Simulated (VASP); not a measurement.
Input of a VASP 6.6.1 run:

Contents of INCAR:

```
  PREC = Accurate
  ENCUT = 520
  EDIFF = 1E-6
  ISMEAR = 0
  SIGMA = 0.05
  LREAL = F
  LASPH = T
  NELM = 200
  ALGO = Normal
  ISIF = 2
  LWAVE = F
  LCHARG = F
  ISPIN = 2
  MAGMOM = 0 0 0 0 0 0 1
  LORBIT = 11
  LDIPOL = T
  IDIPOL = 3
  DIPOL = 0.5 0.5 0.351
  GGA = PE
  NBANDS = 40
  GGA_COMPAT = F
  NELMDL = -8
```

File KPOINTS:

```
regular mesh
0
Gamma
  8 8 1
```

Contents of POSCAR:

```
Ga3HN3
1.0
    3.2165072845      0.0000000000      0.0000000000
    0.0000000000      3.2165072845      0.0000000000
    0.0000000000      0.0000000000     21.2198073008
N Ga H
3 3 1
Direct
    0.0000000000      0.5000000000      0.1885031256
    0.5000000000      0.0000000000      0.2956866679
    0.0000000000      0.5000000000      0.4029970648
    0.5000000000      0.5000000000      0.2420948967
    0.0000000000      0.0000000000      0.3470972837
    0.5000000000      0.5000000000      0.4580535140
    0.6250000000      0.7500000000      0.5194927681
```

Potentials or basis: VASP PAW PBE potentials, release 64 (N, Ga_d, H).

Launch:

```bash
$ cat potpaw_PBE.64/N/POTCAR potpaw_PBE.64/Ga_d/POTCAR potpaw_PBE.64/H/POTCAR > POTCAR
$ mpirun -np 1 vasp_std > vasp.out
```

(1) Predict the site moments.

(2) Predict the net moment.

(3) What does it give for the largest force?

Results:

(1) N +0.05, -0.02, +0.00; Ga -0.01, +0.00, -0.00; H +0.00 μB.

(2) 0.03 μB per cell.

(3) 2.342 eV/Å.
